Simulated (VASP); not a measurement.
# BN (F-43m) in VASP: further runs

The runs below take BN through single point, relaxation of cell and atoms, with PBE.

All numbers are computed with VASP 6.6.1; they aren't measurements. Logs are shortened: lines on timing, memory, paths and dates and some standing lists are left out, and cuts for length are marked.

**1. The cell of the first run**

The structure is cubic, space group F-43m (No. 216). Conventional cell: a = 3.577 Å, b = 3.577 Å, c = 3.577 Å, α = 90.00°, β = 90.00°, γ = 90.00°. Within 2.1 Å of B (site symmetry -43m) lie 4 N at 1.55 Å. N (site symmetry -43m) has 4 B at 1.55 Å within 2.1 Å.

**2. Single point, PBE**

INCAR

```
PREC = Accurate ; ENCUT = 520
EDIFF = 1E-6 ; ISMEAR = 0
SIGMA = 0.01 ; LREAL = False
LASPH = True ; NELM = 100
ALGO = Normal ; ISIF = 2
LWAVE = False ; LCHARG = False
GGA = PE ; NBANDS = 11
```

KPOINTS

```
Automatic mesh
0
Gamma
  12 12 12
```

POSCAR

```
BN
1.0
    0.0000000000      1.7883335366      1.7883335366
    1.7883335366      0.0000000000      1.7883335366
    1.7883335366      1.7883335366      0.0000000000
B N
1 1
Direct
    0.0000000000      0.0000000000      0.0000000000
    0.7500000000      0.7500000000      0.7500000000
```

Potentials or basis: VASP PAW PBE potentials, release 64 (B, N).

Run with:

```bash
$ cat potpaw_PBE.64/B/POTCAR potpaw_PBE.64/N/POTCAR > POTCAR
$ mpirun -np 1 vasp_std > vasp.out
```

OUTCAR:

```text
PREC = Accurate
   ENCUT = 520
   EDIFF = 1E-6
   ISMEAR = 0
   LREAL = False
   LASPH = True
   NELM = 100
   ISIF = 2
   GGA = PE

 ion  position               nearest neighbor table
   1  0.000  0.000  0.000-   2 1.55   2 1.55   2 1.55   2 1.55
   2  0.750  0.750  0.750-   1 1.55   1 1.55   1 1.55   1 1.55

  LATTYP: Found a face centered cubic cell.
 ALAT       =     3.5766670732

  Lattice vectors:

 A1 = (   0.0000000000,   1.7883335366,   1.7883335366)
 A2 = (   1.7883335366,   0.0000000000,   1.7883335366)
 A3 = (   1.7883335366,   1.7883335366,   0.0000000000)

Analysis of symmetry for initial positions (statically):
=====================================================================
 Subroutine PRICEL returns:
 Original cell was already a primitive cell.

 Routine SETGRP: Setting up the symmetry group for a
 face centered cubic supercell.

 Subroutine GETGRP returns: Found 24 space group operations
 (whereof 24 operations were pure point group operations)
 out of a pool of 48 trial point group operations.

The static configuration has the point symmetry T_d .

Analysis of symmetry for dynamics (positions and initial velocities):
=====================================================================
 Subroutine PRICEL returns:
 Original cell was already a primitive cell.

 Routine SETGRP: Setting up the symmetry group for a
 face centered cubic supercell.

 Subroutine GETGRP returns: Found 24 space group operations
 (whereof 24 operations were pure point group operations)
 out of a pool of 48 trial point group operations.

The dynamic configuration has the point symmetry T_d .

 Subroutine INISYM returns: Found 24 space group operations
 (whereof 24 operations are pure point group operations),
 and found     1 'primitive' translations

----------------------------------------------------------------------------------------

                                     Primitive cell

  volume of cell :      11.4387

  direct lattice vectors                    reciprocal lattice vectors
     0.000000000  1.788333537  1.788333537    -0.279589903  0.279589903  0.279589903
     1.788333537  0.000000000  1.788333537     0.279589903 -0.279589903  0.279589903
     1.788333537  1.788333537  0.000000000     0.279589903  0.279589903 -0.279589903

  length of vectors
     2.529085542  2.529085542  2.529085542     0.484263917  0.484263917  0.484263917

  position of ions in fractional coordinates (direct lattice)
     0.000000000  0.000000000  0.000000000
     0.750000000  0.750000000  0.750000000

  ion indices of the primitive-cell ions
   primitive index   ion index
                 1           1
                 2           2

----------------------------------------------------------------------------------------

 KPOINTS: Automatic mesh

Automatic generation of k-mesh.
 Grid dimensions read from file:
 generate k-points for:   12   12   12

 Generating k-lattice:

  Cartesian coordinates                     Fractional coordinates (reciprocal lattice)
    -0.023299159  0.023299159  0.023299159     0.083333333  0.000000000  0.000000000
     0.023299159 -0.023299159  0.023299159     0.000000000  0.083333333  0.000000000
     0.023299159  0.023299159 -0.023299159     0.000000000  0.000000000  0.083333333

  Length of vectors
     0.040355326  0.040355326  0.040355326

  Shift w.r.t. Gamma in fractional coordinates (k-lattice)
     0.000000000  0.000000000  0.000000000

 Subroutine IBZKPT returns following result:
 ===========================================

 Found     72 irreducible k-points:

 Following reciprocal coordinates:
            Coordinates               Weight
  0.000000  0.000000  0.000000      1.000000
  0.083333  0.000000  0.000000      8.000000
  0.166667  0.000000  0.000000      8.000000
  0.250000  0.000000  0.000000      8.000000
  0.333333  0.000000  0.000000      8.000000
  0.416667  0.000000  0.000000      8.000000
[... 16 lines left out ...]
  0.500000  0.166667  0.000000     24.000000
 -0.416667  0.166667  0.000000     24.000000
 [... further k-points ...]
   k-points           NKPTS =     72   k-points in BZ     NKDIM =     72   number of bands    NBANDS=     11
   number of dos      NEDOS =    301   number of ions     NIONS =      2
   total plane-waves  NPLWV =   8000
   dimension x,y,z NGX =    20 NGY =   20 NGZ =   20
   dimension x,y,z NGXF=    40 NGYF=   40 NGZF=   40
   ions per type =               1   1
   NGX,Y,Z   is equivalent  to a cutoff of  13.15, 13.15, 13.15 a.u.
   NGXF,Y,Z  is equivalent  to a cutoff of  26.29, 26.29, 26.29 a.u.
 SYSTEM =  unknown system
   PREC   = accura    normal or accurate (medium, high low for compatibility)
   ISTART =      0    job   : 0-new  1-cont  2-samecut
   ICHARG =      2    charge: 1-file 2-atom 10-const
   ISPIN  =      1    spin polarized calculation?
   LNONCOLLINEAR =      F non collinear calculations
   LSORBIT =      F    spin-orbit coupling
[... 55 lines left out ...]
 fundamental gap:      4.4926291106
 Fermi energy:         7.9018446686

 k-point     1 :       0.0000    0.0000    0.0000
  band No.  band energies     occupation
      1     -12.7972      2.00000
      2       7.8019      2.00000
      3       7.8019      2.00000
      4       7.8019      2.00000
      5      16.7743      0.00000
      6      16.7743      0.00000
      7      16.7743      0.00000
      8      18.6766      0.00000
      9      33.1609      0.00000
     10      35.9634      0.00000
     11      35.9634      0.00000

 k-point     2 :       0.0833    0.0000    0.0000
  band No.  band energies     occupation
      1     -12.6236      2.00000
      2       6.8699      2.00000
      3       7.6147      2.00000
      4       7.6147      2.00000
      5      17.0293      0.00000
      6      17.0587      0.00000
      7      17.0587      0.00000
      8      19.2144      0.00000
      9      32.8800      0.00000
     10      33.6966      0.00000
     11      33.6966      0.00000

 k-point     3 :       0.1667    0.0000    0.0000
  band No.  band energies     occupation
      1     -12.1094      2.00000
      2       4.7223      2.00000
      3       7.1600      2.00000
      4       7.1600      2.00000
      5      17.4225      0.00000
      6      17.7165      0.00000
      7      17.7165      0.00000
      8      20.5034      0.00000
      9      32.1055      0.00000
     10      32.1055      0.00000
     11      32.2229      0.00000

 k-point     4 :       0.2500    0.0000    0.0000
  band No.  band energies     occupation
      1     -11.2773      2.00000
      2       2.1959      2.00000
      3       6.6364      2.00000
      4       6.6364      2.00000
      5      17.7848      0.00000
      6      18.3379      0.00000
      7      18.3379      0.00000
      8      21.8007      0.00000
      9      31.6581      0.00000
     10      31.7057      0.00000
     11      31.7057      0.00000

 k-point     5 :       0.3333    0.0000    0.0000
  band No.  band energies     occupation
      1     -10.1890      2.00000
      2      -0.2581      2.00000
      3       6.1905      2.00000
      4       6.1905      2.00000
      5      18.0931      0.00000
      6      18.6466      0.00000
      7      18.6466      0.00000
      8      22.7192      0.00000
      9      31.4670      0.00000
     10      32.5503      0.00000
     11      32.5503      0.00000
[... 211 lines left out ...]
 k-point    21 :       0.3333    0.1667    0.0000
  band No.  band energies     occupation
      1     -10.3656      2.00000
      2       1.5836      2.00000
      3       4.9361      2.00000
      4       5.2570      2.00000
      5      16.0602      0.00000
      6      20.4983      0.00000
      7      20.8757      0.00000
      8      20.8843      0.00000
      9      27.6480      0.00000
     10      34.8750      0.00000
     11      36.3688      0.00000

 k-point    22 :       0.4167    0.1667    0.0000
  band No.  band energies     occupation
      1      -9.2620      2.00000
      2      -0.5732      2.00000
      3       4.5901      2.00000
      4       4.7480      2.00000
      5      16.4661      0.00000
      6      20.5954      0.00000
      7      20.9590      0.00000
      8      21.9085      0.00000
      9      28.5897      0.00000
     10      34.6521      0.00000
     11      36.7015      0.00000

 k-point    23 :       0.5000    0.1667    0.0000
  band No.  band energies     occupation
      1      -8.2485      2.00000
      2      -2.1904      2.00000
      3       3.9864      2.00000
      4       4.8245      2.00000
      5      16.8169      0.00000
      6      20.5528      0.00000
      7      20.6970      0.00000
      8      23.2607      0.00000
      9      28.9666      0.00000
     10      34.8524      0.00000
     11      35.9047      0.00000

 k-point    24 :      -0.4167    0.1667    0.0000
  band No.  band energies     occupation
      1      -8.0518      2.00000
      2      -2.4731      2.00000
      3       3.5707      2.00000
      4       5.1509      2.00000
      5      17.2760      0.00000
      6      20.2869      0.00000
      7      20.4133      0.00000
      8      23.9137      0.00000
      9      29.2580      0.00000
     10      33.5535      0.00000
     11      35.1342      0.00000

 [... further k-points ...]
[... 5 lines left out ...]
  --------------------------------------------------------------------------------------
  -------------------------------------------------------------------------------------
  Total        1.1687911      1.1687911      1.1687911     -0.0000000     -0.0000000      0.0000000
  in kB      163.7087632    163.7087632    163.7087632     -0.0000000     -0.0000000      0.0000000
  external PRESSURE =     163.7087632 kB  Pullay stress =       0.0000000 kB

 VOLUME and BASIS-vectors are now :
 -----------------------------------------------------------------------------
  energy-cutoff  :      520.00
  volume of cell :       11.44
      direct lattice vectors                 reciprocal lattice vectors
     0.000000000  1.788333537  1.788333537    -0.279589903  0.279589903  0.279589903
     1.788333537  0.000000000  1.788333537     0.279589903 -0.279589903  0.279589903
     1.788333537  1.788333537  0.000000000     0.279589903  0.279589903 -0.279589903

 POSITION                                       TOTAL-FORCE (eV/Angst)
 -----------------------------------------------------------------------------------
      0.00000      0.00000      0.00000        -0.000000     -0.000000     -0.000000
      2.68250      2.68250      2.68250         0.000000      0.000000      0.000000
 -----------------------------------------------------------------------------------
    total drift:                               -0.000000     -0.000000     -0.000000

  FREE ENERGIE OF THE ION-ELECTRON SYSTEM (eV)
  ---------------------------------------------------
  free  energy   TOTEN  =       -17.4267257729 eV

  energy  without entropy=      -17.4267257729  energy(sigma->0) =      -17.42672577
```

Run time: 20 s. Hardware: 1 thread of AMD EPYC 7R13, shared host; peak memory 0.09 GiB.

Results:

```yaml
Free_energy: -17.4267 eV
Pressure: 16.4 GPa
Band_gap_on_the_k_mesh: 4.49 eV, indirect (least direct gap 8.97 eV)
```

Levels at points of the mesh, in eV from the valence-band top:
```csv
k point,band 1,band 2,band 3,band 4,band 5,band 6,band 7,band 8,band 9
"(0.00, 0.00, 0.00)",-20.60,0.00,0.00,0.00,8.97,8.97,8.97,10.87,25.36
"(0.50, 0.00, 0.00)",-16.23,-10.99,-2.00,-2.00,10.57,10.88,10.88,15.59,23.92
"(0.50, 0.50, 0.00)",-14.82,-9.13,-5.06,-5.06,4.49,9.41,18.42,18.42,21.34
```

A k mesh can miss the band edges. As with any semilocal functional, this PBE gap is likely too small.

**3. Relaxation of cell and atoms, PBE, target pressure 16 GPa, at which the enthalpy is minimised**

This run uses another cell than the first one, of 5.95 Å³/atom, 1.041 times its volume.

INCAR

```
SYSTEM = BN
PREC = Accurate
ENCUT = 600
EDIFF = 1E-6
ISMEAR = 0
SIGMA = 0.01
LREAL = .False.
LASPH = .True.
NELM = 100
ALGO = Normal
ISIF = 3
LWAVE = .False.
LCHARG = .False.
GGA = PE
IBRION = 2
NSW = 80
EDIFFG = -0.001
PSTRESS = 160.0
```

KPOINTS

```
Automatic mesh
0
Gamma
  12 12 12
  0 0 0
```

POSCAR

```
BN
1.0
    0.0000000000      1.8123386229      1.8123386229
    1.8123386229      0.0000000000      1.8123386229
    1.8123386229      1.8123386229      0.0000000000
B N
1 1
Direct
    0.0000000000      0.0000000000      0.0000000000
    0.7500000000      0.7500000000      0.7500000000
```

Potentials or basis: VASP PAW PBE potentials, release 64 (B, N).

Run with:

```bash
$ cat potpaw_PBE.64/B/POTCAR potpaw_PBE.64/N/POTCAR > POTCAR
$ mpirun -np 1 vasp_std > vasp.out
```

Run time: 38 s. Hardware: 1 thread of AMD EPYC 7R13, shared host; peak memory 0.09 GiB.

It converged, with:

```
Free energy                                            : -17.4322 eV
Relaxed volume                                         : 5.72 Å³/atom
Relaxed cell                                           : a = 2.529 Å, b = 2.529 Å, c = 2.529 Å, α = 60.00°, β = 60.00°, γ = 60.00°
Space group after relaxing (to 0.05 Å)                 : F-43m (No. 216)
Energy change on relaxing (the enthalpy is what falls) : +11.2 meV/atom
Ionic steps                                            : 6
Pressure after relaxing                                : 16.0 GPa
Band gap on the k mesh                                 : 4.49 eV, indirect (least direct gap 8.97 eV)
```

Step by step:
| step | energy change (eV) | largest force (eV/Å) | pressure (GPa) | volume (Å³) |
| --- | --- | --- | --- | --- |
| 1 | 0.0000 | 0.0000 | -0.03 | 11.91 |
| 2 | 0.1111 | 0.0000 | 38.31 | 10.91 |
| 3 | 0.0220 | 0.0000 | 15.84 | 11.44 |
| 4 | 0.0229 | 0.0000 | 16.16 | 11.43 |
| 5 | 0.0221 | 0.0000 | 15.88 | 11.44 |
| 6 | 0.0225 | 0.0000 | 15.99 | 11.44 |

Final structure:
```
B N
1.0
     0.00000    1.78839    1.78839
     1.78839    0.00000    1.78839
     1.78839    1.78839    0.00000
B N
1 1
Direct
  0.00000 0.00000 0.00000
  0.75000 0.75000 0.75000
```

Levels at points of the mesh, in eV from the valence-band top:
```tsv
k point	band 1	band 2	band 3	band 4	band 5	band 6	band 7	band 8
(0.00, 0.00, 0.00)	-20.60	0.00	0.00	0.00	8.97	8.97	8.97	10.87
(0.50, 0.00, 0.00)	-16.23	-10.99	-2.00	-2.00	10.57	10.88	10.88	15.59
(0.50, 0.50, 0.00)	-14.82	-9.13	-5.06	-5.06	4.49	9.41	18.41	18.41
```

Caveat: the cell is relaxed towards a set pressure, so the enthalpy falls and the energy may rise. PBE gaps usually lie below the measured ones, often by a third to a half.

**4. Single point, PBE**

This run uses another cell than the first one: it holds 12 atoms, not 2.

INCAR

```
SYSTEM = BN
ALGO     = Normal         ! electronic algorithm
EDIFF    = 1E-6           ! SCF threshold, eV
ENCUT    = 520            ! plane-wave cutoff, eV
GGA      = PE             ! functional
ISIF     = 2              ! what is computed and relaxed
ISMEAR   = 0              ! smearing method
LASPH    = .True.         ! aspherical terms in the spheres
LCHARG   = .True.         ! write CHGCAR
LELF     = .True.         ! ELF
LREAL    = .False.        ! projectors in reciprocal space
LVHAR    = .True.       
LWAVE    = .False.        ! write WAVECAR
NBANDS   = 36             ! bands
NELM     = 60             ! most SCF steps
PREC     = Accurate       ! precision mode
SIGMA    = 0.05           ! smearing width, eV
```

KPOINTS

```
k-points
0
Gamma
  10 10 2
  0 0 0
```

POSCAR

```
BN
1.0
    1.8123485118     -1.8123485118      0.0000000000
    1.8123485118      0.0000000000     -1.8123485118
    7.2493940474      7.2493940474      7.2493940474
B N
6 6
Direct
    1.0000000000      0.0000000000      0.5000000000
    0.3333333333      0.3333333333      0.3333333333
    0.6666666667      0.6666666667      0.6666666667
    1.0000000000      1.0000000000      0.0000000000
    0.3333333333      0.3333333333      0.8333333333
    0.6666666667      0.6666666667      0.1666666667
    0.6666666667      0.6666666667      0.5416666667
    0.0000000000      0.0000000000      0.3750000000
    0.3333333333      0.3333333333      0.7083333333
    0.6666666667      0.6666666667      0.0416666667
    0.0000000000      0.0000000000      0.8750000000
    0.3333333333      0.3333333333      0.2083333333
```

Run with:

```bash
$ cat potpaw_PBE.64/B/POTCAR potpaw_PBE.64/N/POTCAR > POTCAR
$ mpirun -np 1 vasp_std > vasp.out
```

Run time: 51 s. Hardware: 1 thread of Intel Xeon Platinum 8375C at 2.90GHz (Ice Lake), shared host; peak memory 0.2 GiB.

Results (log left out):

| Property | Result |
| --- | --- |
| Free energy | -104.7061 eV |
| Pressure | 0.2 GPa |
| Band gap on the k mesh | 4.45 eV |

Levels at points of the mesh, in eV from the valence-band top:
```csv
k point,band 22,band 23,band 24,band 25,band 26,band 27
"(0.00, 0.00, 0.00)",0.00,0.00,0.00,8.78,8.78,8.78
"(0.50, 0.00, 0.00)",-2.86,-1.93,-1.93,4.45,6.21,6.21
"(0.00, 0.00, 0.50)",-0.18,-0.18,-0.18,8.98,8.98,9.05
"(0.50, 0.00, 0.50)",-2.44,-2.20,-2.20,5.01,5.01,7.52
```

A k mesh can miss the band edges. A hybrid or GW would open this gap; PBE tends to underestimate it.

**5. Single point, PBE**

This run uses another cell than the first one: it holds 16 atoms, not 2.

INCAR

```
SYSTEM = BN
PREC     = Accurate       ! precision mode
ENCUT    = 520            ! plane-wave cutoff, eV
EDIFF    = 1E-6           ! SCF threshold, eV
ISMEAR   = 0              ! smearing method
SIGMA    = 0.05           ! smearing width, eV
LREAL    = Auto         
LASPH    = .TRUE.         ! aspherical terms in the spheres
NELM     = 80             ! most SCF steps
ALGO     = Normal         ! electronic algorithm
ISIF     = 2              ! what is computed and relaxed
LWAVE    = .FALSE.        ! write WAVECAR
LCHARG   = .TRUE.         ! write CHGCAR
GGA      = PE             ! functional
LELF     = .TRUE.         ! ELF
LVHAR    = .TRUE.       
NBANDS   = 46             ! bands
```

KPOINTS

```
Automatic mesh
0
G
  6 9 3
  0 0 0
```

POSCAR

```
BN
1.0
    3.6246970237      0.0000000000      0.0000000000
    0.0000000000      1.8123485118     -1.8123485118
    0.0000000000      7.2493940474      7.2493940474
B N
8 8
Direct
    0.0000000000      0.0000000000      0.2500000000
    0.5000000000      0.5000000000      0.3750000000
    0.0000000000      0.0000000000      0.5000000000
    0.5000000000      0.5000000000      0.6250000000
    0.0000000000      0.0000000000      0.7500000000
    0.5000000000      0.5000000000      0.8750000000
    0.0000000000      0.0000000000      0.0000000000
    0.5000000000      0.5000000000      0.1250000000
    0.7500000000      0.0000000000      0.3750000000
    0.2500000000      0.5000000000      0.5000000000
    0.7500000000      0.0000000000      0.6250000000
    0.2500000000      0.5000000000      0.7500000000
    0.7500000000      0.0000000000      0.8750000000
    0.2500000000      0.5000000000      0.0000000000
    0.7500000000      0.0000000000      0.1250000000
    0.2500000000      0.5000000000      0.2500000000
```

Run with:

```bash
$ cat potpaw_PBE.64/B/POTCAR potpaw_PBE.64/N/POTCAR > POTCAR
$ mpirun -np 1 vasp_std > vasp.out
```

Wall time 3 min (1 thread of Intel Xeon Platinum 8375C at 2.90GHz (Ice Lake), shared host); peak memory 0.26 GiB.

It converged, with:

| Item | Value |
| --- | --- |
| Free energy | -139.6127 eV |
| Pressure | 0.2 GPa |
| Band gap on the k mesh | 4.45 eV |

Levels at points of the mesh, in eV from the valence-band top:
| k point | band 29 | band 30 | band 31 | band 32 | band 33 | band 34 | band 35 | band 36 |
| --- | --- | --- | --- | --- | --- | --- | --- | --- |
| (0.00, 0.00, 0.00) | -0.44 | 0.00 | 0.00 | 0.00 | 4.45 | 6.89 | 6.89 | 8.78 |
| (0.50, 0.00, 0.00) | -1.92 | -1.92 | -1.92 | -1.92 | 6.76 | 6.76 | 8.97 | 8.97 |

**6. The runs side by side**

| task | cell | k mesh | cutoff (eV) | smearing | gap on the mesh (eV) | pressure (GPa) |
| --- | --- | --- | --- | --- | --- | --- |
| single point | a = 2.529 Å, angles 60.0°, 2 atoms | 12 × 12 × 12 | 520 | gaussian 0.01 eV | 4.49 | 16.4 |
| relaxation of cell and atoms | relaxed to 16 GPa from a = 2.563 Å, angles 60.0°, 2 atoms | 12 × 12 × 12 | 600 | gaussian 0.01 eV | 4.49 | 16.0 |
| single point | a = 2.563, b = 2.563, c = 12.556 Å, angles 90.0, 90.0, 60.0°, 12 atoms | 10 × 10 × 2 | 520 | gaussian 0.05 eV | 4.45 | 0.2 |
| single point | a = 3.625, b = 2.563, c = 10.252 Å, 16 atoms | 6 × 9 × 3 | 520 | gaussian 0.05 eV | 4.45 | 0.2 |

Alike in all rows: level PBE; potentials or basis VASP PAW PBE potentials, release 64 (B, N); no spin polarisation.

Caveats: the cell is relaxed towards a set pressure, so the enthalpy falls and the energy may rise (some runs).

Absolute energies hang on the potentials; compare differences alone.
